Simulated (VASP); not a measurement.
Crystal: SiAs3.

```
Si As
1.0
     5.37562    0.00000    0.00000
     0.00000    5.37562    0.00000
     0.00000    0.00000    5.37562
Si As
2 6
Direct
  0.00000 0.00000 0.00000
  0.50000 0.50000 0.50000
  0.25000 0.00000 0.50000
  0.75000 0.00000 0.50000
  0.00000 0.50000 0.25000
  0.00000 0.50000 0.75000
  0.50000 0.75000 0.00000
  0.50000 0.25000 0.00000
```

The cell was built from a structure type or drawn by symmetry, and may not be a known phase.

| Item | Value |
| --- | --- |
| Program | VASP 6.6.1 |
| Task | relaxation of cell and atoms |
| Functional | PBE |
| Potentials or basis | VASP PAW PBE potentials, release 64 (Si, As) |
| Cutoff | 600 eV |
| k mesh | 8 × 8 × 8 |
| Occupations | gaussian, width 0.1 eV |
| Spin | no spin polarisation |

At the start: pressure -2.3 GPa; volume 19.42 Å³/atom.

Problem. How do energy, volume and symmetry change on relaxing?

Solution. Over 3 steps the energy falls by 4.8 meV/atom and the volume is 18.78 Å³/atom (-3.3 %); space group Pm-3n (No. 223, to 0.1 Å) before and after.

The path:
```
step  energy change (eV)  largest force (eV/Å)  pressure (GPa)  volume (Å³)
   1              0.0000                0.0000           -2.33       155.34
   2             -0.0363                0.0000            0.59       149.09
   3             -0.0383                0.0000            0.01       150.23
```

Final structure:
```xyz
8
Lattice="5.3160 0.0000 0.0000 0.0000 5.3160 0.0000 0.0000 0.0000 5.3160" Properties=species:S:1:pos:R:3 pbc="T T T"
Si    0.0000    0.0000    0.0000
Si    2.6580    2.6580    2.6580
As    1.3290    0.0000    2.6580
As    3.9870    0.0000    2.6580
As    0.0000    2.6580    1.3290
As    0.0000    2.6580    3.9870
As    2.6580    3.9870    0.0000
As    2.6580    1.3290    0.0000
```
